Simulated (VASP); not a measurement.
# BN (BN (P6_3/mmc)) (P6_3/mmc) in VASP: notebook

BN (BN (P6_3/mmc)) is run at these levels: PBE; tasks: single point.

Everything below comes from runs of VASP 6.6.1. Logs are shortened: lines on timing, memory, paths and dates and some standing lists are left out, and cuts for length are marked.

**1. The cell of the first run**

It takes space group P6_3/mmc (No. 194, hexagonal). The conventional cell has a = 2.488 Å, b = 2.488 Å, c = 6.495 Å, α = 90.00°, β = 90.00°, γ = 120.00°. Within 1.9 Å of B (site symmetry -6m2) lie 3 N at 1.44 Å. Within 1.9 Å of N (site symmetry -6m2) lie 3 B at 1.44 Å.

**2. Single point, PBE**

INCAR reads:

```
SYSTEM = BN
PREC     = Accurate       ! precision mode
ENCUT    = 520            ! plane-wave cutoff, eV
EDIFF    = 1E-7           ! SCF threshold, eV
ISMEAR   = -1             ! smearing method
SIGMA    = 0.01           ! smearing width, eV
LREAL    = .FALSE.        ! projectors in reciprocal space
LASPH    = .TRUE.         ! aspherical terms in the spheres
NELM     = 100            ! most SCF steps
ALGO     = Normal         ! electronic algorithm
ISIF     = 2              ! what is computed and relaxed
LWAVE    = .FALSE.        ! write WAVECAR
LCHARG   = .FALSE.        ! write CHGCAR
GGA      = PE             ! functional
NBANDS   = 36             ! bands
```

KPOINTS reads:

```
regular mesh
0
G
  3 3 2
  0 0 0
```

POSCAR reads:

```
BN
1.0
    3.7325156433      2.1549689100      0.0000000000
   -3.7325156433      2.1549689100      0.0000000000
    0.0000000000      0.0000000000      6.4954828750
B N
6 6
Direct
    0.0000000000      0.6666666700      0.2500000000
    0.3333333300      0.3333333300      0.2500000000
    0.6666666700      0.0000000000      0.2500000000
    0.0000000000      0.3333333300      0.7500000000
    0.3333333300      0.0000000000      0.7500000000
    0.6666666700      0.6666666700      0.7500000000
    0.0000000000      0.6666666700      0.7500000000
    0.3333333300      0.3333333300      0.7500000000
    0.6666666700      0.0000000000      0.7500000000
    0.0000000000      0.3333333300      0.2500000000
    0.3333333300      0.0000000000      0.2500000000
    0.6666666700      0.6666666700      0.2500000000
```

Potentials or basis: VASP PAW PBE potentials, release 64 (B, N).

On the command line:

```bash
$ cat potpaw_PBE.64/B/POTCAR potpaw_PBE.64/N/POTCAR > POTCAR
$ mpirun -np 1 vasp_std > vasp.out
```

OUTCAR:

```text
SYSTEM = BN
   PREC = Accurate
   ENCUT = 520
   EDIFF = 1E-7
   ISMEAR = -1
   LREAL = .FALSE.
   LASPH = .TRUE.
   NELM = 100
   ISIF = 2
   GGA = PE

 ion  position               nearest neighbor table
   1  0.000  0.667  0.250-  11 1.44  12 1.44  10 1.44
   2  0.333  0.333  0.250-  10 1.44  11 1.44  12 1.44
   3  0.667  0.000  0.250-  10 1.44  12 1.44  11 1.44
   4  0.000  0.333  0.750-   9 1.44   8 1.44   7 1.44
   5  0.333  0.000  0.750-   7 1.44   8 1.44   9 1.44
   6  0.667  0.667  0.750-   7 1.44   9 1.44   8 1.44
   7  0.000  0.667  0.750-   5 1.44   6 1.44   4 1.44
   8  0.333  0.333  0.750-   4 1.44   5 1.44   6 1.44
   9  0.667  0.000  0.750-   4 1.44   6 1.44   5 1.44
  10  0.000  0.333  0.250-   3 1.44   2 1.44   1 1.44
  11  0.333  0.000  0.250-   1 1.44   2 1.44   3 1.44
  12  0.667  0.667  0.250-   1 1.44   3 1.44   2 1.44
[... 7 lines left out ...]
 A1 = (   3.7325156433,   2.1549689100,   0.0000000000)
 A2 = (  -3.7325156433,   2.1549689100,   0.0000000000)
 A3 = (   0.0000000000,   0.0000000000,   6.4954828750)

Analysis of symmetry for initial positions (statically):
=====================================================================
 Subroutine PRICEL returns following result:

  LATTYP: Found a hexagonal cell.
 ALAT       =     2.4883437361
 C/A-ratio  =     2.6103639866

  Lattice vectors:

 A1 = (  -1.2441719060,  -2.1549688669,   0.0000000000)
 A2 = (   2.4883437746,  -0.0000000215,   0.0000000000)
 A3 = (   0.0000000000,   0.0000000000,   6.4954828750)

   3 primitive cells build up your supercell.

 Routine SETGRP: Setting up the symmetry group for a
 hexagonal supercell.

 Subroutine GETGRP returns: Found 24 space group operations
 (whereof 12 operations were pure point group operations)
 out of a pool of 24 trial point group operations.

The static configuration has the point symmetry D_3d.
 The point group associated with its full space group is D_6h.

Analysis of symmetry for dynamics (positions and initial velocities):
=====================================================================
 Subroutine PRICEL returns following result:

  LATTYP: Found a hexagonal cell.
 ALAT       =     2.4883437361
 C/A-ratio  =     2.6103639866

  Lattice vectors:

 A1 = (  -1.2441719060,  -2.1549688669,   0.0000000000)
 A2 = (   2.4883437746,  -0.0000000215,   0.0000000000)
 A3 = (   0.0000000000,   0.0000000000,   6.4954828750)

[... 102 lines left out ...]
   ISYM   =      2    0-nonsym 1-usesym 2-fastsym
   POTIM  = 0.5000    time-step for ionic-motion
   TEBEG  =    0.0;   TEEND  =   0.0 temperature during run
   PSTRESS=    0.0 pullay stress
   NELECT =      48.0000    total number of electrons
   NUPDOWN=      -1.0000    fix difference up-down
   EMIN   =  10.00;   EMAX   =-10.00  energy-range for DOS
   EFERMI =   0.00;   METHOD = LEGACY
   ISMEAR =    -1;   SIGMA  =   0.01  broadening in eV -4-tet -1-fermi 0-gaus
   EFERMI_NEDOS =   21; number of points for ismear=-14 and -15
   IALGO  =     38    algorithm
   IMIX   =      4    mixing-type and parameters
     AMIX     =   0.40;   BMIX     =  1.00
     AMIX_MAG =   1.60;   BMIX_MAG =  1.00
  volume/ion in A,a.u.               =       8.71        58.76
  Fermi-wavevector in a.u.,A,eV,Ry     =   1.263166  2.387038 21.709310  1.595589
  Thomas-Fermi vector in A             =   2.396537
   LORBIT       =      0    0 simple, 1 ext, 2 COOP (PROOUT), +10 PAW based schemes
   GGA     = PE    functional components
   LHFCALC =     F    Hartree Fock is set to
   AEXX    =    0.0000 exact exchange contribution
   IVDW    =     0    specifies the selected vdW correction
   LEPSILON=     F    determine dielectric tensor
   LRPA    =     F    only Hartree local field effects (RPA)
 non-spin polarized calculation
  energy-cutoff  :      520.00
  volume of cell :      104.49
 maximum number of plane-waves:      2824
   NGX = 17   NGY = 17   NGZ = 25

 number of electron      48.0000001 magnetization

 Free energy of the ion-electron system (eV)
  ---------------------------------------------------
  ext. energy  EPLUGINS =         0.00000000
  ---------------------------------------------------
  free energy    TOTEN  =      -105.30046734 eV

  energy without entropy =     -105.30046734  energy(sigma->0) =     -105.30046734

 E-fermi :   2.8088     XC(G=0): -10.2530

 val. band max:        2.5429157831   @ k =   0.0000   0.0000   0.5000
 cond. band min:       6.9390606427   @ k =   0.3333   0.0000   0.0000
 fundamental gap:      4.3961448596
 Fermi energy:         2.8087696542

 k-point     1 :       0.0000    0.0000    0.0000
  band No.  band energies     occupation
      1     -15.3951      2.00000
      2     -15.0492      2.00000
      3     -11.4764      2.00000
      4     -11.4764      2.00000
      5     -11.4764      2.00000
      6     -11.4764      2.00000
[... 223 lines left out ...]
     35      12.7150      0.00000
     36      12.7150      0.00000

------------------------ aborting loop because EDIFF is reached ----------------------------------------

  FORCE on cell =-STRESS in cart. coord.  units (eV):
  Direction    XX          YY          ZZ          XY          YZ          ZX
  --------------------------------------------------------------------------------------
  -------------------------------------------------------------------------------------
  Total        7.3994243      7.3994243      2.2894852      0.0000000     -0.0000000      0.0000000
  in kB      113.4552064    113.4552062     35.1046255      0.0000000     -0.0000000      0.0000000
  external PRESSURE =      87.3383461 kB  Pullay stress =       0.0000000 kB

 VOLUME and BASIS-vectors are now :
 -----------------------------------------------------------------------------
  energy-cutoff  :      520.00
  volume of cell :      104.49
      direct lattice vectors                 reciprocal lattice vectors
     3.732515643  2.154968910  0.000000000     0.133957911  0.232021909  0.000000000
    -3.732515643  2.154968910  0.000000000    -0.133957911  0.232021909  0.000000000
     0.000000000  0.000000000  6.495482875     0.000000000  0.000000000  0.153953142

 POSITION                                       TOTAL-FORCE (eV/Angst)
 -----------------------------------------------------------------------------------
     -2.48834      1.43665      1.62387        -0.000000      0.000000     -0.000000
      0.00000      1.43665      1.62387         0.000000      0.000000     -0.000000
      2.48834      1.43665      1.62387         0.000000      0.000000     -0.000000
     -1.24417      0.71832      4.87161         0.000000     -0.000000     -0.000000
      1.24417      0.71832      4.87161         0.000000     -0.000000      0.000000
      0.00000      2.87329      4.87161        -0.000000      0.000000      0.000000
     -2.48834      1.43665      4.87161         0.000000     -0.000000      0.000000
      0.00000      1.43665      4.87161         0.000000      0.000000     -0.000000
      2.48834      1.43665      4.87161         0.000000      0.000000      0.000000
     -1.24417      0.71832      1.62387        -0.000000      0.000000      0.000000
      1.24417      0.71832      1.62387         0.000000      0.000000      0.000000
      0.00000      2.87329      1.62387         0.000000     -0.000000      0.000000
 -----------------------------------------------------------------------------------
    total drift:                                0.000000      0.000000     -0.000000

  FREE ENERGIE OF THE ION-ELECTRON SYSTEM (eV)
  ---------------------------------------------------
  free  energy   TOTEN  =      -105.3004673395 eV

  energy  without entropy=     -105.3004673395  energy(sigma->0) =     -105.30046734
```

stdout:

```text
POSCAR found type information on POSCAR B N
 POSCAR found :  2 types and      12 ions
 scaLAPACK will be used
 LDA part: xc-table for (Slater+PW92), standard interpolation
 POSCAR, INCAR and KPOINTS ok, starting setup
 FFT: planning ... GRIDC
 FFT: planning ... GRID_SOFT
 FFT: planning ... GRID
 WAVECAR not read
 entering main loop
```

Wall time 52 s (1 thread of AMD EPYC 7R43 (Zen 3), shared host); peak memory 0.16 GiB.

Results:

- Free energy: -105.3005 eV
- Pressure: 8.7 GPa
- Band gap on the k mesh: 4.40 eV

Stress tensor (GPa, compression positive):
```
11.35  0.00  0.00
 0.00 11.35  0.00
 0.00  0.00  3.51
```

Levels at points of the mesh, in eV from the valence-band top:
```csv
k point,band 21,band 22,band 23,band 24,band 25,band 26,band 27,band 28
"(0.00, 0.00, 0.00)",-0.10,-0.10,-0.10,-0.10,4.94,4.94,4.94,4.94
"(0.00, 0.00, 0.50)",0.00,0.00,0.00,0.00,4.68,4.68,4.68,4.68
```

Caveat: the k points lie up to 0.56 Å⁻¹ apart; this functional lacks dispersion, which binds the layers, so the pressure and a relaxed spacing across them are unreliable.

**3. Single point, PBE**

INCAR reads:

```
PREC = Accurate
ENCUT = 520
EDIFF = 1E-6
ISMEAR = -1
SIGMA = 0.01
LREAL = F
LASPH = T
NELM = 100
ALGO = Normal
ISIF = 2
LWAVE = F
LCHARG = F
GGA = PE
NBANDS = 36
```

KPOINTS reads:

```
Automatic mesh
0
Gamma
  3 3 2
```

POSCAR reads:

```
BN
1.0
    3.7325156421      2.1549689107      0.0000000000
   -3.7325156421      2.1549689107      0.0000000000
    0.0000000000      0.0000000000      6.4954828750
B N
6 6
Direct
    0.0000000000      0.6666666667      0.2500000000
    0.3333333333      0.3333333333      0.2500000000
    0.6666666667      0.0000000000      0.2500000000
    0.0000000000      0.3333333333      0.7500000000
    0.3333333333      0.0000000000      0.7500000000
    0.6666666667      0.6666666667      0.7500000000
    0.0000000000      0.6666666667      0.7500000000
    0.3333333333      0.3333333333      0.7500000000
    0.6666666667      0.0000000000      0.7500000000
    0.0000000000      0.3333333333      0.2500000000
    0.3333333333      0.0000000000      0.2500000000
    0.6666666667      0.6666666667      0.2500000000
```

Potentials or basis: VASP PAW PBE potentials, release 64 (B, N).

On the command line:

```bash
$ cat potpaw_PBE.64/B/POTCAR potpaw_PBE.64/N/POTCAR > POTCAR
$ mpirun -np 1 vasp_std > vasp.out
```

OUTCAR:

```text
PREC = Accurate
   ENCUT = 520
   EDIFF = 1E-6
   ISMEAR = -1
   LREAL = F
   LASPH = T
   NELM = 100
   ISIF = 2
   GGA = PE

 ion  position               nearest neighbor table
   1  0.000  0.667  0.250-  11 1.44  12 1.44  10 1.44
   2  0.333  0.333  0.250-  10 1.44  11 1.44  12 1.44
   3  0.667  0.000  0.250-  10 1.44  12 1.44  11 1.44
   4  0.000  0.333  0.750-   9 1.44   8 1.44   7 1.44
   5  0.333  0.000  0.750-   7 1.44   8 1.44   9 1.44
   6  0.667  0.667  0.750-   7 1.44   9 1.44   8 1.44
[... 449 lines left out ...]

 VOLUME and BASIS-vectors are now :
 -----------------------------------------------------------------------------
  energy-cutoff  :      520.00
  volume of cell :      104.49
      direct lattice vectors                 reciprocal lattice vectors
     3.732515642  2.154968911  0.000000000     0.133957911  0.232021909  0.000000000
    -3.732515642  2.154968911  0.000000000    -0.133957911  0.232021909  0.000000000
     0.000000000  0.000000000  6.495482875     0.000000000  0.000000000  0.153953142

 POSITION                                       TOTAL-FORCE (eV/Angst)
 -----------------------------------------------------------------------------------
     -2.48834      1.43665      1.62387         0.000000      0.000000     -0.000000
      0.00000      1.43665      1.62387         0.000000     -0.000000      0.000000
      2.48834      1.43665      1.62387        -0.000000     -0.000000      0.000000
     -1.24417      0.71832      4.87161         0.000000     -0.000000      0.000000
      1.24417      0.71832      4.87161        -0.000000      0.000000     -0.000000
      0.00000      2.87329      4.87161         0.000000      0.000000     -0.000000
     -2.48834      1.43665      4.87161        -0.000000      0.000000      0.000000
      0.00000      1.43665      4.87161         0.000000     -0.000000      0.000000
      2.48834      1.43665      4.87161        -0.000000      0.000000      0.000000
     -1.24417      0.71832      1.62387         0.000000      0.000000      0.000000
      1.24417      0.71832      1.62387        -0.000000     -0.000000      0.000000
      0.00000      2.87329      1.62387        -0.000000     -0.000000      0.000000
 -----------------------------------------------------------------------------------
    total drift:                               -0.000000      0.000000      0.000000

  FREE ENERGIE OF THE ION-ELECTRON SYSTEM (eV)
  ---------------------------------------------------
  free  energy   TOTEN  =      -105.3004671697 eV

  energy  without entropy=     -105.3004671697  energy(sigma->0) =     -105.30046717
```

Wall time 50 s (1 thread of AMD EPYC 7R43 (Zen 3), shared host); peak memory 0.15 GiB.

What came out:

* Free energy: -105.3005 eV
* Pressure: 8.7 GPa
* Band gap on the k mesh: 4.40 eV

Caveat: the k points lie up to 0.56 Å⁻¹ apart; this functional lacks dispersion, which binds the layers, so the pressure and a relaxed spacing across them are unreliable. Expect the measured gap to be larger: semilocal functionals such as PBE lack the derivative discontinuity.
